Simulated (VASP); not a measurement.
GaAs, 2 atoms in the cell. The structure is cubic, space group F-43m (No. 216). Conventional cell: a = 5.654 Å, b = 5.654 Å, c = 5.654 Å, α = 90.00°, β = 90.00°, γ = 90.00°. Within 3.2 Å of Ga (site symmetry -43m) lie 4 As at 2.45 Å. As (site symmetry -43m) has 4 Ga at 2.45 Å within 3.2 Å. 

* Program: VASP 6.6.1
* Task: relaxation of cell and atoms
* Functional: PBEsol
* Potentials or basis: VASP PAW PBE potentials, release 64 (Ga_d, As)
* Cutoff: 600 eV
* k mesh: 8 × 8 × 8
* Occupations: fermi-dirac, width 0.02 eV
* Spin: no spin polarisation
* Dipole correction: no
* Further INCAR settings: ALGO = Normal; EDIFF = 1e-06; IBRION = 2; EDIFFG = -0.01; NSW = 80; ISIF = 3

Potentials or basis: VASP PAW PBE potentials, release 64 (Ga_d, As).

Launch:

```bash
$ cat potpaw_PBE.64/Ga_d/POTCAR potpaw_PBE.64/As/POTCAR > POTCAR
$ mpirun -np 1 vasp_std > vasp.out
```

Hardware: 1 thread of Intel(R) Xeon(R) 6975P-C (Granite Rapids), with other jobs on the host.

Q: Estimate the wall time of this run.

A: Run time: 32 s on 1 thread of Intel(R) Xeon(R) 6975P-C (Granite Rapids), on a shared host, peak memory 0.19 GiB. Counts: scf iterations 24, k points 29, ion steps 3.
